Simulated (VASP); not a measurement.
Wanted: the native input for a VASP 6.6.1 run.

```
Task                   : single point
Functional             : PBE
Potentials or basis    : VASP PAW PBE potentials, release 64 (Al, N)
Cutoff                 : 520 eV
k mesh                 : 9 × 9 × 6
Occupations            : gaussian, width 0.02 eV
Spin                   : no spin polarisation
Dipole correction      : no
Further INCAR settings : ALGO = Normal; EDIFF = 1e-06; NBANDS = 16
```

The structure of AlN lies in POSCAR:

```
AlN
1.0
    3.0114174662      0.0000000000      0.0000000000
   -1.5057087331      2.6079640271      0.0000000000
    0.0000000000      0.0000000000      4.7711689171
Al N
2 2
Direct
    0.3333333333      0.6666666667     -0.0025619475
    0.6666666667      0.3333333333      0.4974380525
    0.3333333333      0.6666666667      0.3825619475
    0.6666666667      0.3333333333      0.8825619475
```

This cell differs from its parent crystal: volume scaled by 0.88, then relaxed in part.

One way to write it, as run:

INCAR

```
  ALGO = Normal
  EDIFF = 1E-6
  ENCUT = 520
  GGA = PE
  ISIF = 2
  ISMEAR = 0
  LASPH = True
  LCHARG = False
  LREAL = False
  LWAVE = False
  NBANDS = 16
  NELM = 80
  PREC = Accurate
  SIGMA = 0.02
```

KPOINTS

```
k-points
0
Gamma
  9 9 6
```

Potentials or basis: VASP PAW PBE potentials, release 64 (Al, N).

Launch:

```sh
$ cat potpaw_PBE.64/Al/POTCAR potpaw_PBE.64/N/POTCAR > POTCAR
$ mpirun -np 1 vasp_std > vasp.out
```

It gave:

The pressure is 31.3 GPa, the largest force is 0.006 eV/Å and the band gap on the k mesh is 5.07 eV, indirect (least direct gap 5.11 eV).

It took 10 s on 1 thread of Intel(R) Xeon(R) Platinum 8559C (Emerald Rapids) (shared host), peak memory 0.16 GiB.
